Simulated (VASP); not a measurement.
Input of a VASP 6.6.1 run:

Contents of INCAR:

```
SYSTEM = Si
PREC = Accurate
ENCUT = 520
EDIFF = 1E-6
ISMEAR = 0
SIGMA = 0.15
LREAL = .False.
LASPH = .True.
NELM = 100
ALGO = Normal
ISIF = 2
LWAVE = .False.
LCHARG = .False.
NBANDS = 11
```

The input KPOINTS:

```
Automatic mesh
0
Gamma
  24 24 10
  0 0 0
```

File POSCAR:

```
Si
1.0
    2.5989380717      0.0000000000      0.0000000000
   -1.2994690358      2.2507463929      0.0000000000
    0.0000000000      0.0000000000      4.5062692700
Si
2
Direct
    0.3333333333      0.6666666667      0.2500000000
    0.6666666667      0.3333333333      0.7500000000
```

Potentials or basis: VASP PAW LDA potentials, release 64 (Si).

The run is started by

```console
$ cat potpaw_LDA.64/Si/POTCAR > POTCAR
$ mpirun -np 1 vasp_std > vasp.out
```

(1) Predict the pressure.

(2) Predict the band gap on the k mesh.

Results:

(1) 5.1 GPa.

(2) zero (bands 4 and 5 overlap by 13.78 eV).

Caveat: the cell differs from its parent crystal (strain -0.025 along x and y, +0.000 along z); the cell stands under pressure.
